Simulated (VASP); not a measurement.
A run of VASP 6.6.1 is set up as follows.

File INCAR:

```
  PREC = Accurate
  ENCUT = 570
  EDIFF = 1E-6
  ISMEAR = -1
  SIGMA = 0.1
  LREAL = F
  LASPH = T
  NELM = 120
  ALGO = Normal
  ISIF = 2
  LWAVE = F
  LCHARG = T
  LELF = T
  LVHAR = T
  NBANDS = 15
  GGA_COMPAT = F
```

KPOINTS

```
regular mesh
0
Gamma
  24 24 24
```

File POSCAR:

```
Pt
1.0
    0.0000000000      1.9194410288      1.9194410288
    1.9194410288      0.0000000000      1.9194410288
    1.9194410288      1.9194410288      0.0000000000
Pt
1
Direct
    0.0000000000      0.0000000000      0.0000000000
```

Potentials or basis: VASP PAW LDA potentials, release 64 (Pt_sv_GW).

Launch:

```bash
$ cat potpaw_LDA.64/Pt_sv_GW/POTCAR > POTCAR
$ mpirun -np 1 vasp_std > vasp.out
```

Problem. What does it give for the band gap on the k mesh?

Solution. Zero (bands 9 and 10 overlap by 2.49 eV).

Problem. Estimate the pressure.

Solution. 14.7 GPa.

Caveat: the cell stands under pressure; spin-orbit coupling is left out, which moves the levels of the heavy elements.
